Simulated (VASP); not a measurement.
# As (P3_121) in VASP: single point with PBE

Aim: the single point of As with PBE.

All numbers are computed with VASP 6.6.1; they aren't measurements. Logs are shortened: lines on timing, memory, paths and dates and some standing lists are left out, and cuts for length are marked.

## (1) The cell of the first run

It takes space group P3_121 (No. 152, trigonal). Conventional cell: a = 4.501 Å, b = 4.501 Å, c = 5.016 Å, α = 90.00°, β = 90.00°, γ = 120.00°. As (site symmetry 2) has 2 As at 2.39 Å within 3.2 Å.

## (2) Single point, PBE

Input file INCAR:

```
SYSTEM = As
ALGO = Normal ; EDIFF = 1E-6
ENCUT = 520 ; GGA = PE
ISIF = 2 ; ISMEAR = 0
LASPH = .TRUE. ; LCHARG = .TRUE.
LELF = .TRUE. ; LREAL = .FALSE.
LVHAR = .TRUE. ; LWAVE = .FALSE.
NBANDS = 14 ; NELM = 80
PREC = Accurate ; SIGMA = 0.1
```

Input file KPOINTS:

```
k-points
0
G
  6 6 4
  0 0 0
```

Input file POSCAR:

```
As
1.0
    4.5007288406      0.0000000000      0.0000000000
   -2.2503644203      3.8977455115      0.0000000000
    0.0000000000      0.0000000000      5.0158061585
As
3
Direct
    0.2185979062      0.0000000000      0.3333333333
    0.0000000000      0.2185979062      0.6666666667
    0.7814020938      0.7814020938      0.0000000000
```

Potentials or basis: VASP PAW PBE potentials, release 64 (As).

Launch:

```bash
> cat potpaw_PBE.64/As/POTCAR > POTCAR
> mpirun -np 1 vasp_std > vasp.out
```

OUTCAR:

```text
SYSTEM = As
   EDIFF = 1E-6
   ENCUT = 520
   GGA = PE
   ISIF = 2
   ISMEAR = 0
   LASPH = .TRUE.
   LREAL = .FALSE.
   NELM = 80
   PREC = Accurate

 ion  position               nearest neighbor table
   1  0.219  0.000  0.333-   3 2.39   2 2.39
   2  0.000  0.219  0.667-   3 2.39   1 2.39
   3  0.781  0.781  0.000-   2 2.39   1 2.39

  LATTYP: Found a hexagonal cell.
 ALAT       =     4.5007288406
 C/A-ratio  =     1.1144430905

  Lattice vectors:

 A1 = (   4.5007288406,   0.0000000000,   0.0000000000)
 A2 = (  -2.2503644203,   3.8977455115,   0.0000000000)
 A3 = (   0.0000000000,   0.0000000000,   5.0158061585)

Analysis of symmetry for initial positions (statically):
=====================================================================
 Subroutine PRICEL returns:
 Original cell was already a primitive cell.

 Routine SETGRP: Setting up the symmetry group for a
 hexagonal supercell.

 Subroutine GETGRP returns: Found  6 space group operations
 (whereof  2 operations were pure point group operations)
 out of a pool of 24 trial point group operations.

The static configuration has the point symmetry C_2 .
 The point group associated with its full space group is D_3 .

Analysis of symmetry for dynamics (positions and initial velocities):
=====================================================================
 Subroutine PRICEL returns:
 Original cell was already a primitive cell.

 Routine SETGRP: Setting up the symmetry group for a
 hexagonal supercell.

 Subroutine GETGRP returns: Found  6 space group operations
 (whereof  2 operations were pure point group operations)
 out of a pool of 24 trial point group operations.

The dynamic configuration has the point symmetry C_2 .
 The point group associated with its full space group is D_3 .

 Subroutine INISYM returns: Found  6 space group operations
 (whereof  2 operations are pure point group operations),
 and found     1 'primitive' translations

----------------------------------------------------------------------------------------

                                     Primitive cell

  volume of cell :      87.9908

  direct lattice vectors                    reciprocal lattice vectors
     4.500728841  0.000000000  0.000000000     0.222186236  0.128279283  0.000000000
    -2.250364420  3.897745512  0.000000000     0.000000000  0.256558566  0.000000000
     0.000000000  0.000000000  5.015806159     0.000000000  0.000000000  0.199369746

  length of vectors
     4.500728841  4.500728841  5.015806159     0.256558566  0.256558566  0.199369746

  position of ions in fractional coordinates (direct lattice)
     0.218597906  0.000000000  0.333333333
     0.000000000  0.218597906  0.666666667
     0.781402094  0.781402094  0.000000000

  ion indices of the primitive-cell ions
   primitive index   ion index
                 1           1
                 2           2
                 3           3

----------------------------------------------------------------------------------------

 KPOINTS: k-points

Automatic generation of k-mesh.
 Grid dimensions read from file:
 generate k-points for:    6    6    4

 Generating k-lattice:

  Cartesian coordinates                     Fractional coordinates (reciprocal lattice)
     0.037031039  0.021379881  0.000000000     0.166666667  0.000000000  0.000000000
     0.000000000  0.042759761  0.000000000     0.000000000  0.166666667  0.000000000
     0.000000000  0.000000000  0.049842437     0.000000000  0.000000000  0.250000000

  Length of vectors
     0.042759761  0.042759761  0.049842437

  Shift w.r.t. Gamma in fractional coordinates (k-lattice)
     0.000000000  0.000000000  0.000000000

 Subroutine IBZKPT returns following result:
 ===========================================

 Found     24 irreducible k-points:

 Following reciprocal coordinates:
            Coordinates               Weight
  0.000000  0.000000  0.000000      1.000000
  0.166667  0.000000  0.000000      6.000000
  0.333333  0.000000  0.000000      6.000000
  0.500000  0.000000  0.000000      3.000000
  0.166667  0.166667  0.000000      6.000000
  0.333333  0.166667  0.000000     12.000000
[... 16 lines left out ...]
  0.333333  0.166667  0.500000     12.000000
  0.333333  0.333333  0.500000      2.000000
   k-points           NKPTS =     24   k-points in BZ     NKDIM =     24   number of bands    NBANDS=     14
   number of dos      NEDOS =    301   number of ions     NIONS =      3
   total plane-waves  NPLWV =  51840
   dimension x,y,z NGX =    36 NGY =   36 NGZ =   40
   dimension x,y,z NGXF=    72 NGYF=   72 NGZF=   80
   ions per type =               3
   NGX,Y,Z   is equivalent  to a cutoff of  13.30, 13.30, 13.26 a.u.
   NGXF,Y,Z  is equivalent  to a cutoff of  26.60, 26.60, 26.52 a.u.
 SYSTEM =  As
   PREC   = accura    normal or accurate (medium, high low for compatibility)
   ISTART =      0    job   : 0-new  1-cont  2-samecut
   ICHARG =      2    charge: 1-file 2-atom 10-const
   ISPIN  =      1    spin polarized calculation?
   LNONCOLLINEAR =      F non collinear calculations
   LSORBIT =      F    spin-orbit coupling
   LASPH  =      T    aspherical Exc in radial PAW
   ENCUT  =  520.0 eV  38.22 Ry    6.18 a.u.   8.37  8.37  9.33*2*pi/ulx,y,z
   NELM   =     80;   NELMIN=  2; NELMDL= -5     # of ELM steps
   EDIFF  = 0.1E-05   stopping-criterion for ELM
   LREAL  =      F    real-space projection
   EDIFFG = 0.1E-04   stopping-criterion for IOM
   NSW    =      0    number of steps for IOM
   IBRION =     -1    ionic relax: 0-MD 1-quasi-New 2-CG
   NFREE  =      0    steps in history (QN), initial steepest desc. (CG)
   ISIF   =      2    stress and relaxation
   ISYM   =      2    0-nonsym 1-usesym 2-fastsym
   POTIM  = 0.5000    time-step for ionic-motion
   TEBEG  =    0.0;   TEEND  =   0.0 temperature during run
   PSTRESS=    0.0 pullay stress
   NELECT =      15.0000    total number of electrons
   NUPDOWN=      -1.0000    fix difference up-down
   EMIN   =  10.00;   EMAX   =-10.00  energy-range for DOS
   EFERMI =   0.00;   METHOD = LEGACY
   ISMEAR =     0;   SIGMA  =   0.10  broadening in eV -4-tet -1-fermi 0-gaus
   EFERMI_NEDOS =   21; number of points for ismear=-14 and -15
   IALGO  =     38    algorithm
   IMIX   =      4    mixing-type and parameters
     AMIX     =   0.40;   BMIX     =  1.00
     AMIX_MAG =   1.60;   BMIX_MAG =  1.00
  volume/ion in A,a.u.               =      29.33       197.93
  Fermi-wavevector in a.u.,A,eV,Ry     =   0.907736  1.715372 11.210992  0.823985
  Thomas-Fermi vector in A             =   2.031579
   LORBIT       =      0    0 simple, 1 ext, 2 COOP (PROOUT), +10 PAW based schemes
   GGA     = PE    functional components
   LHFCALC =     F    Hartree Fock is set to
   AEXX    =    0.0000 exact exchange contribution
   IVDW    =     0    specifies the selected vdW correction
   LEPSILON=     F    determine dielectric tensor
   LRPA    =     F    only Hartree local field effects (RPA)
 non-spin polarized calculation
 Gauss-broadening in eV      SIGMA  =   0.10
  energy-cutoff  :      520.00
  volume of cell :       87.99
 maximum number of plane-waves:      2399
 NGX is ok and might be reduce to    36
   NGX = 17   NGY = 17   NGZ = 19

 number of electron      15.0000000 magnetization

 Free energy of the ion-electron system (eV)
  ---------------------------------------------------
  ext. energy  EPLUGINS =         0.00000000
  ---------------------------------------------------
  free energy    TOTEN  =       -12.26082739 eV

  energy without entropy =      -12.24651907  energy(sigma->0) =      -12.25367323

 E-fermi :   2.1532     XC(G=0):  -8.5415

 val. band max:        2.0772795117   @ k =   0.1667   0.1667   0.2500
 cond. band min:       2.1551863596   @ k =   0.0000   0.1667   0.2500
 fundamental gap:      0.0779068478
 Fermi energy:         2.1532354312

 k-point     1 :       0.0000    0.0000    0.0000
  band No.  band energies     occupation
      1     -11.1795      2.00000
      2      -6.7221      2.00000
      3      -6.7221      2.00000
      4      -0.1484      2.00000
      5       0.1434      2.00000
      6       0.1434      2.00000
      7       1.2723      2.00000
      8       1.2723      2.00000
      9       3.2089      0.00000
     10       5.8503      0.00000
     11       5.8503      0.00000
     12       5.8619      0.00000
     13       8.7861      0.00000
     14       8.7901      0.00000

 k-point     2 :       0.1667    0.0000    0.0000
  band No.  band energies     occupation
      1     -11.0650      2.00000
      2      -6.8339      2.00000
      3      -6.7009      2.00000
      4      -0.9445      2.00000
      5      -0.2609      2.00000
      6       0.2051      2.00000
      7       1.4399      2.00000
      8       1.8861      1.99984
      9       2.9958      0.00000
     10       5.5810      0.00000
     11       5.7633      0.00000
     12       6.2196      0.00000
     13       8.4759      0.00000
     14       8.7276      0.00000

 k-point     3 :       0.3333    0.0000    0.0000
  band No.  band energies     occupation
      1     -10.8022      2.00000
      2      -7.1339      2.00000
      3      -6.6575      2.00000
      4      -1.5022      2.00000
      5      -0.7044      2.00000
      6       0.0071      2.00000
      7       1.2871      2.00000
      8       1.8887      1.99982
      9       2.7105      0.00000
     10       5.6223      0.00000
     11       5.9629      0.00000
     12       7.2757      0.00000
     13       8.0711      0.00000
     14       9.0323      0.00000
[... 324 lines left out ...]
 k-point    23 :       0.3333    0.1667    0.5000
  band No.  band energies     occupation
      1      -9.5707      2.00000
      2      -9.4762      2.00000
      3      -5.4782      2.00000
      4      -2.1479      2.00000
      5      -1.1103      2.00000
      6      -0.9899      2.00000
      7       2.4346      0.00007
      8       2.5034      0.00000
      9       3.6457      0.00000
     10       5.4908      0.00000
     11       6.3427      0.00000
     12       6.8957      0.00000
     13       8.8461      0.00000
     14      10.0271      0.00000

 k-point    24 :       0.3333    0.3333    0.5000
  band No.  band energies     occupation
      1      -9.4630      2.00000
      2      -9.4630      2.00000
      3      -5.5952      2.00000
      4      -2.0737      2.00000
      5      -1.4751      2.00000
      6      -1.4751      2.00000
      7       2.7000      0.00000
      8       3.6033      0.00000
      9       3.6033      0.00000
     10       5.0729      0.00000
     11       6.6419      0.00000
     12       6.6419      0.00000
     13       8.9441      0.00000
     14      10.1228      0.00000

------------------------ aborting loop because EDIFF is reached ----------------------------------------

  FORCE on cell =-STRESS in cart. coord.  units (eV):
  Direction    XX          YY          ZZ          XY          YZ          ZX
  --------------------------------------------------------------------------------------
  -------------------------------------------------------------------------------------
  Total       -0.3331584     -0.3331584     -0.7735249     -0.0000000      0.0000000      0.0000000
  in kB       -6.0663060     -6.0663060    -14.0847067     -0.0000000      0.0000000      0.0000000
  external PRESSURE =      -8.7391062 kB  Pullay stress =       0.0000000 kB

 VOLUME and BASIS-vectors are now :
 -----------------------------------------------------------------------------
  energy-cutoff  :      520.00
  volume of cell :       87.99
      direct lattice vectors                 reciprocal lattice vectors
     4.500728841  0.000000000  0.000000000     0.222186236  0.128279283  0.000000000
    -2.250364420  3.897745512  0.000000000     0.000000000  0.256558566  0.000000000
     0.000000000  0.000000000  5.015806159     0.000000000  0.000000000  0.199369746

 POSITION                                       TOTAL-FORCE (eV/Angst)
 -----------------------------------------------------------------------------------
      0.98385      0.00000      1.67194         0.551096      0.000000      0.000000
     -0.49192      0.85204      3.34387        -0.275548      0.477263     -0.000000
      1.75844      3.04571      0.00000        -0.275548     -0.477263     -0.000000
 -----------------------------------------------------------------------------------
    total drift:                               -0.000000     -0.000001     -0.000000

  FREE ENERGIE OF THE ION-ELECTRON SYSTEM (eV)
  ---------------------------------------------------
  free  energy   TOTEN  =       -12.2608273922 eV

  energy  without entropy=      -12.2465190660  energy(sigma->0) =      -12.25367323
```

Run time: 30 s. Hardware: 1 thread of AMD EPYC 7R43 (Zen 3), shared host; peak memory 0.18 GiB.

Results:

| Property | Result |
| --- | --- |
| Free energy | -12.2608 eV |
| Pressure | -0.9 GPa |
| Largest force | 0.551 eV/Å |

Forces in eV/Å, atoms in the order of the input:
```
As   0.551  0.000  0.000
As  -0.276  0.477  0.000
As  -0.276 -0.477  0.000
```
